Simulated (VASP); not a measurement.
Runs of VASP 6.6.1 on Ti2CdOs2. The structure is that of space group P4/mmm (No. 123), or close to it. The cells are those of the table. 

```csv
task,spin,cell,k mesh,cutoff (eV),gap on the mesh (eV),pressure (GPa),largest force (eV/Å)
single point,"collinear, ferromagnetic start","a = 4.182, b = 4.182, c = 5.376 Å, 5 atoms",4 × 4 × 4,520,none,0.1,0.02
single point,off,"a = 4.175, b = 4.175, c = 5.383 Å, 5 atoms",10 × 10 × 8,520,none,(a),0.03
single point,off,"a = 4.051, b = 4.051, c = 5.495 Å, 5 atoms",4 × 4 × 4,520,none,7.5,2.55
relaxation of cell and atoms,off,"relaxed from a = 4.051, b = 4.051, c = 5.495 Å, 5 atoms",4 × 4 × 4,600,none,0.1,0.04
single point,off,"a = 4.182, b = 4.182, c = 5.376 Å, 5 atoms",4 × 4 × 4,520,none,0.1,0.02
```

Alike in all rows: level PBE; potentials or basis VASP PAW PBE potentials, release 64 (Ti_sv, Cd, Os); smearing gaussian 0.1 eV.

**Question.** Fill in the values left out.

**Answer.** (a) 0.2.

Caveats: some runs use coarse meshes; spin-orbit coupling is left out, which moves the levels of the heavy elements; forces of over 1 eV/Å act on the atoms, so gaps and moduli don't describe the material at rest (some runs).

A k mesh can miss the band edges, and the runs leave out spin-orbit coupling on Cd, Os.

A gap of «none» marks levels without a gap at the run's occupations.
